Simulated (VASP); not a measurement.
# Cu12H in VASP: single point with PBE+D3(BJ)

Aim: the single point of Cu12H with PBE+D3(BJ).

Everything below comes from runs of VASP 6.6.1. Logs are shortened: lines on timing, memory, paths and dates and some standing lists are left out, and cuts for length are marked.

### 1 The cell of the first run

The cell holds a slab with vacuum, 13 atoms: a = 5.038 Å, b = 5.038 Å, c = 20.662 Å, α = 90.00°, β = 90.00°, γ = 90.00°.

### 2 Single point, PBE+D3(BJ)

INCAR reads:

```
SYSTEM = Cu12H
PREC = Accurate
ENCUT = 520
EDIFF = 1E-7
ISMEAR = 0
SIGMA = 0.1
LREAL = .False.
LASPH = .True.
NELM = 80
ALGO = Normal
ISIF = 2
LWAVE = .False.
LCHARG = .False.
LDIPOL = .True.
IDIPOL = 3
DIPOL = 0.5 0.5 0.296
GGA = PE
IVDW = 12
NBANDS = 78
```

KPOINTS reads:

```
regular mesh
0
Gamma
  5 5 1
  0 0 0
```

POSCAR reads:

```
Cu12H
1.0
    5.0378287988      0.0000000000      0.0000000000
    0.0000000000      5.0378287988      0.0000000000
    0.0000000000      0.0000000000     20.6622829064
Cu H
12 1
Direct
    0.2500000000      0.2500000000      0.1935894508
    0.2500000000      0.7500000000      0.1935894508
    0.7500000000      0.2500000000      0.1935894508
    0.7500000000      0.7500000000      0.1935894508
    0.0000000000      0.0000000000      0.2797919997
    0.0000000000      0.5000000000      0.2797919997
    0.5000000000      0.0000000000      0.2797919997
    0.5000000000      0.5000000000      0.2797919997
    0.2500000000      0.2500000000      0.3659945486
    0.2500000000      0.7500000000      0.3659945486
    0.7500000000      0.2500000000      0.3659945486
    0.7500000000      0.7500000000      0.3659945486
    0.4166666667      0.4166666667      0.4869879554
```

Potentials or basis: VASP PAW PBE potentials, release 64 (Cu, H).

Started as:

```console
$ cat potpaw_PBE.64/Cu/POTCAR potpaw_PBE.64/H/POTCAR > POTCAR
$ mpirun -np 1 vasp_std > vasp.out
```

OUTCAR:

```text
SYSTEM = Cu12H
   PREC = Accurate
   ENCUT = 520
   EDIFF = 1E-7
   ISMEAR = 0
   LREAL = .False.
   LASPH = .True.
   NELM = 80
   ISIF = 2
   GGA = PE
   IVDW = 12
 IVDW          = 12

 ion  position               nearest neighbor table
   1  0.250  0.250  0.194-   5 2.52   6 2.52   7 2.52   8 2.52   2 2.52   3 2.52   2 2.52   3 2.52

   2  0.250  0.750  0.194-   5 2.52   6 2.52   7 2.52   8 2.52   1 2.52   4 2.52   1 2.52   4 2.52

   3  0.750  0.250  0.194-   5 2.52   6 2.52   7 2.52   8 2.52   1 2.52   4 2.52   4 2.52   1 2.52
[... 15 lines left out ...]
  11  0.750  0.250  0.366-   5 2.52   6 2.52   7 2.52   8 2.52   9 2.52  12 2.52  12 2.52   9 2.52

  12  0.750  0.750  0.366-   5 2.52   6 2.52   7 2.52   8 2.52  10 2.52  11 2.52  11 2.52  10 2.52

  13  0.417  0.417  0.487-

  LATTYP: Found a simple tetragonal cell.
 ALAT       =     5.0378287988
 C/A-ratio  =     4.1014261762

  Lattice vectors:

 A1 = (   5.0378287988,   0.0000000000,   0.0000000000)
 A2 = (   0.0000000000,   5.0378287988,   0.0000000000)
 A3 = (   0.0000000000,   0.0000000000,  20.6622829064)

Analysis of symmetry for initial positions (statically):
=====================================================================
 Subroutine PRICEL returns:
 Original cell was already a primitive cell.

 Routine SETGRP: Setting up the symmetry group for a
 simple tetragonal supercell.

 Subroutine GETGRP returns: Found  2 space group operations
 (whereof  2 operations were pure point group operations)
 out of a pool of 16 trial point group operations.

The static configuration has the point symmetry C_1h.

Analysis of symmetry for dynamics (positions and initial velocities):
=====================================================================
 Subroutine PRICEL returns:
 Original cell was already a primitive cell.

 Routine SETGRP: Setting up the symmetry group for a
 simple tetragonal supercell.

 Subroutine GETGRP returns: Found  2 space group operations
 (whereof  2 operations were pure point group operations)
 out of a pool of 16 trial point group operations.

The dynamic configuration has the point symmetry C_1h.

 Subroutine INISYM returns: Found  2 space group operations
 (whereof  2 operations are pure point group operations),
 and found     1 'primitive' translations

----------------------------------------------------------------------------------------

                                     Primitive cell

  volume of cell :     524.4029

  direct lattice vectors                    reciprocal lattice vectors
     5.037828799  0.000000000  0.000000000     0.198498210  0.000000000  0.000000000
     0.000000000  5.037828799  0.000000000     0.000000000  0.198498210  0.000000000
     0.000000000  0.000000000 20.662282906     0.000000000  0.000000000  0.048397363

  length of vectors
     5.037828799  5.037828799 20.662282906     0.198498210  0.198498210  0.048397363

  position of ions in fractional coordinates (direct lattice)
     0.250000000  0.250000000  0.193589451
     0.250000000  0.750000000  0.193589451
     0.750000000  0.250000000  0.193589451
     0.750000000  0.750000000  0.193589451
     0.000000000  0.000000000  0.279792000
     0.000000000  0.500000000  0.279792000
     0.500000000  0.000000000  0.279792000
     0.500000000  0.500000000  0.279792000
     0.250000000  0.250000000  0.365994549
     0.250000000  0.750000000  0.365994549
     0.750000000  0.250000000  0.365994549
     0.750000000  0.750000000  0.365994549
     0.416666667  0.416666667  0.486987955

  ion indices of the primitive-cell ions
   primitive index   ion index
                 1           1
                 2           2
                 3           3
                 4           4
                 5           5
                 6           6
                 7           7
                 8           8
                 9           9
                10          10
                11          11
                12          12
                13          13

----------------------------------------------------------------------------------------

 KPOINTS: regular mesh

Automatic generation of k-mesh.
 Grid dimensions read from file:
 generate k-points for:    5    5    1

 Generating k-lattice:

  Cartesian coordinates                     Fractional coordinates (reciprocal lattice)
     0.039699642  0.000000000  0.000000000     0.200000000  0.000000000  0.000000000
     0.000000000  0.039699642  0.000000000     0.000000000  0.200000000  0.000000000
     0.000000000  0.000000000  0.048397363     0.000000000  0.000000000  1.000000000

  Length of vectors
     0.039699642  0.039699642  0.048397363

  Shift w.r.t. Gamma in fractional coordinates (k-lattice)
     0.000000000  0.000000000  0.000000000

 Subroutine IBZKPT returns following result:
 ===========================================

 Found      9 irreducible k-points:

 Following reciprocal coordinates:
            Coordinates               Weight
  0.000000  0.000000  0.000000      1.000000
  0.200000  0.000000  0.000000      4.000000
  0.400000  0.000000  0.000000      4.000000
  0.200000  0.200000  0.000000      2.000000
 -0.200000  0.200000  0.000000      2.000000
  0.400000  0.200000  0.000000      4.000000
 -0.200000  0.400000  0.000000      4.000000
  0.400000  0.400000  0.000000      2.000000
 -0.400000  0.400000  0.000000      2.000000
   k-points           NKPTS =      9   k-points in BZ     NKDIM =      9   number of bands    NBANDS=     78
   number of dos      NEDOS =    301   number of ions     NIONS =     13
   total plane-waves  NPLWV = 256000
   dimension x,y,z NGX =    40 NGY =   40 NGZ =  160
   dimension x,y,z NGXF=    80 NGYF=   80 NGZF=  320
   ions per type =              12   1
   NGX,Y,Z   is equivalent  to a cutoff of  13.20, 13.20, 12.87 a.u.
   NGXF,Y,Z  is equivalent  to a cutoff of  26.40, 26.40, 25.75 a.u.
 SYSTEM =  Cu12H
   PREC   = accura    normal or accurate (medium, high low for compatibility)
   ISTART =      0    job   : 0-new  1-cont  2-samecut
   ICHARG =      2    charge: 1-file 2-atom 10-const
   ISPIN  =      1    spin polarized calculation?
   LNONCOLLINEAR =      F non collinear calculations
   LSORBIT =      F    spin-orbit coupling
   LASPH  =      T    aspherical Exc in radial PAW
   ENCUT  =  520.0 eV  38.22 Ry    6.18 a.u.   9.37  9.37 38.42*2*pi/ulx,y,z
   NELM   =     80;   NELMIN=  2; NELMDL= -5     # of ELM steps
   EDIFF  = 0.1E-06   stopping-criterion for ELM
   LREAL  =      F    real-space projection
   EDIFFG = 0.1E-05   stopping-criterion for IOM
   NSW    =      0    number of steps for IOM
   IBRION =     -1    ionic relax: 0-MD 1-quasi-New 2-CG
   NFREE  =      0    steps in history (QN), initial steepest desc. (CG)
   ISIF   =      2    stress and relaxation
   ISYM   =      2    0-nonsym 1-usesym 2-fastsym
   POTIM  = 0.5000    time-step for ionic-motion
   TEBEG  =    0.0;   TEEND  =   0.0 temperature during run
   PSTRESS=    0.0 pullay stress
   NELECT =     133.0000    total number of electrons
   NUPDOWN=      -1.0000    fix difference up-down
   EMIN   =  10.00;   EMAX   =-10.00  energy-range for DOS
   EFERMI =   0.00;   METHOD = LEGACY
   ISMEAR =     0;   SIGMA  =   0.10  broadening in eV -4-tet -1-fermi 0-gaus
   EFERMI_NEDOS =   21; number of points for ismear=-14 and -15
   IALGO  =     38    algorithm
   IMIX   =      4    mixing-type and parameters
     AMIX     =   0.40;   BMIX     =  1.00
     AMIX_MAG =   1.60;   BMIX_MAG =  1.00
  volume/ion in A,a.u.               =      40.34       272.22
  Fermi-wavevector in a.u.,A,eV,Ry     =   1.036264  1.958255 14.610517  1.073843
  Thomas-Fermi vector in A             =   2.170646
   LORBIT       =      0    0 simple, 1 ext, 2 COOP (PROOUT), +10 PAW based schemes
   GGA     = PE    functional components
   LHFCALC =     F    Hartree Fock is set to
   AEXX    =    0.0000 exact exchange contribution
   IVDW    =    12    specifies the selected vdW correction
   LEPSILON=     F    determine dielectric tensor
   LRPA    =     F    only Hartree local field effects (RPA)
 non-spin polarized calculation
 Gauss-broadening in eV      SIGMA  =   0.10
  energy-cutoff  :      520.00
  volume of cell :      524.40
 maximum number of plane-waves:     14177
 NGX is ok and might be reduce to    40
   NGX = 19   NGY = 19   NGZ = 77

 dipolmoment           0.000000      0.000000     -0.155970 electrons x Angstroem

 number of electron     132.9999975 magnetization

 dipolmoment           0.000000      0.000000      0.210355 electrons x Angstroem

 Free energy of the ion-electron system (eV)
  ---------------------------------------------------
  ext. energy  EPLUGINS =         0.00000000
  ---------------------------------------------------
  free energy    TOTEN  =       -41.42196999 eV

  energy without entropy =      -41.40384334  energy(sigma->0) =      -41.41290667

 E-fermi :  -1.6843     XC(G=0):  -4.5080

 val. band max:       -1.7109884837   @ k =   0.0000   0.0000   0.0000
 cond. band min:      -1.6402023555   @ k =   0.0000   0.0000   0.0000
 fundamental gap:      0.0707861282
 Fermi energy:        -1.6843463025

 k-point     1 :       0.0000    0.0000    0.0000
  band No.  band energies     occupation
      1     -10.2718      2.00000
      2      -7.7051      2.00000
      3      -6.6669      2.00000
      4      -6.6645      2.00000
      5      -6.5046      2.00000
      6      -6.4213      2.00000
[... 718 lines left out ...]
     77       4.5015      0.00000
     78       4.5139      0.00000

------------------------ aborting loop because EDIFF is reached ----------------------------------------

 vacuum level on the upper side and lower side of the slab       (xc-potential included)         0.681        -0.775

 Edisp (eV)   -4.46132

 E8    (eV) :    -2.0047

  FORCE on cell =-STRESS in cart. coord.  units (eV):
  Direction    XX          YY          ZZ          XY          YZ          ZX
  --------------------------------------------------------------------------------------
  -------------------------------------------------------------------------------------
  Total      -5.21213    -5.21213    -2.95590    -0.01057    -0.18514    -0.18514
  in kB     -15.92430   -15.92430    -9.03099    -0.03228    -0.56564    -0.56564
  external pressure =      -13.63 kB  Pullay stress =        0.00 kB

 VOLUME and BASIS-vectors are now :
 -----------------------------------------------------------------------------
  energy-cutoff  :      520.00
  volume of cell :      524.40
      direct lattice vectors                 reciprocal lattice vectors
     5.037828799  0.000000000  0.000000000     0.198498210  0.000000000  0.000000000
     0.000000000  5.037828799  0.000000000     0.000000000  0.198498210  0.000000000
     0.000000000  0.000000000 20.662282906     0.000000000  0.000000000  0.048397363

 POSITION                                       TOTAL-FORCE (eV/Angst)
 -----------------------------------------------------------------------------------
      1.25946      1.25946      4.00000         0.029432      0.029432     -0.027434
      1.25946      3.77837      4.00000         0.028959     -0.028866     -0.037593
      3.77837      1.25946      4.00000        -0.028866      0.028959     -0.037593
      3.77837      3.77837      4.00000        -0.028337     -0.028337     -0.046985
      0.00000      0.00000      5.78114         0.036130      0.036130      0.096230
      0.00000      2.51891      5.78114        -0.007699     -0.032737     -0.031181
      2.51891      0.00000      5.78114        -0.032737     -0.007699     -0.031181
      2.51891      2.51891      5.78114         0.006994      0.006994     -0.080450
      1.25946      1.25946      7.56228         0.182494      0.182494      0.751252
      1.25946      3.77837      7.56228         0.054685     -0.134940      0.341162
      3.77837      1.25946      7.56228        -0.134940      0.054685      0.341162
      3.77837      3.77837      7.56228        -0.035725     -0.035725      0.140734
      2.09910      2.09910     10.06228        -0.070389     -0.070389     -1.378120
 -----------------------------------------------------------------------------------
    total drift:                               -0.000073     -0.000073     -0.000569

  FREE ENERGIE OF THE ION-ELECTRON SYSTEM (eV)
  ---------------------------------------------------
  free  energy   TOTEN  =       -45.8832874876 eV

  energy  without entropy=      -45.8651608409  energy(sigma->0) =      -45.87422416

 vacuum level on the upper side and lower side of the slab         4.291         2.783
```

It took 17 min on 1 thread of Intel Xeon Platinum 8488C (Sapphire Rapids), shared host; peak memory 0.68 GiB.

What came out:

- Free energy: -45.8833 eV
- Largest force: 1.382 eV/Å
- Band gap on the k mesh: zero (an odd number of electrons rules out a gap without spin polarisation)
- Dispersion energy per atom: -0.343 eV

Forces in eV/Å, atoms in the order of the input:
```
Cu   0.029  0.029 -0.027
Cu   0.029 -0.029 -0.038
Cu  -0.029  0.029 -0.038
Cu  -0.028 -0.028 -0.047
Cu   0.036  0.036  0.096
Cu  -0.008 -0.033 -0.031
Cu  -0.033 -0.008 -0.031
Cu   0.007  0.007 -0.080
Cu   0.182  0.182  0.751
Cu   0.055 -0.135  0.341
Cu  -0.135  0.055  0.341
Cu  -0.036 -0.036  0.141
H   -0.070 -0.070 -1.378
```

Levels at points of the mesh, in eV from the Fermi level:
```
           k point  band 65  band 66  band 67  band 68  band 69  band 70
(0.00, 0.00, 0.00)    -0.12    -0.11    -0.04    -0.03     0.04     0.30
```
